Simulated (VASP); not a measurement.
Crystal: Li3HSe.

```
Li H Se
1.0
     3.94439    0.00000    0.00000
     0.00000    3.94439    0.00000
     0.00000    0.00000    3.94439
Li H Se
3 1 1
Direct
  0.00000 0.50000 0.50000
  0.50000 0.00000 0.50000
  0.50000 0.50000 0.00000
  0.50000 0.50000 0.50000
  0.00000 0.00000 0.00000
```

```yaml
Program: VASP 6.6.1
Task: relaxation of cell and atoms
Functional: PBE
Dispersion: D3(BJ)
Potentials_or_basis: VASP PAW PBE potentials, release 64 (Li_sv, H, Se)
Cutoff: 600 eV
k_mesh: 6 × 6 × 6
Occupations: gaussian, width 0.02 eV
Spin: no spin polarisation
```

At the start: pressure -3.6 GPa; volume 12.27 Å³/atom.

Question: Where does the relaxation end?

Answer: Over 4 steps the energy falls by 13.2 meV/atom and the volume is 11.18 Å³/atom (-8.9 %); space group Pm-3m (No. 221, to 0.05 Å).

Step by step:
| step | energy change (eV) | largest force (eV/Å) | pressure (GPa) | volume (Å³) |
| --- | --- | --- | --- | --- |
| 1 | 0.0000 | 0.0000 | -3.60 | 61.37 |
| 2 | -0.0442 | 0.0000 | -2.21 | 58.95 |
| 3 | -0.0656 | 0.0000 | -0.28 | 56.27 |
| 4 | -0.0659 | 0.0000 | 0.02 | 55.91 |

Final structure:
```cif
data_structure
_symmetry_space_group_name_H-M 'P 1'
_symmetry_Int_Tables_number 1
_cell_length_a 3.8238
_cell_length_b 3.8238
_cell_length_c 3.8238
_cell_angle_alpha 90.000
_cell_angle_beta 90.000
_cell_angle_gamma 90.000
_cell_volume 55.91
loop_
_atom_site_label
_atom_site_type_symbol
_atom_site_fract_x
_atom_site_fract_y
_atom_site_fract_z
_atom_site_occupancy
Li1 Li 0.00000 0.50000 0.50000 1
Li2 Li 0.50000 0.00000 0.50000 1
Li3 Li 0.50000 0.50000 0.00000 1
H1 H 0.50000 0.50000 0.50000 1
Se1 Se 0.00000 0.00000 0.00000 1
```

Caveat: the cutoff is under 1.25 times the usual one of these potentials, so pressure, stress and relaxed cells hold a basis-set (Pulay) error.
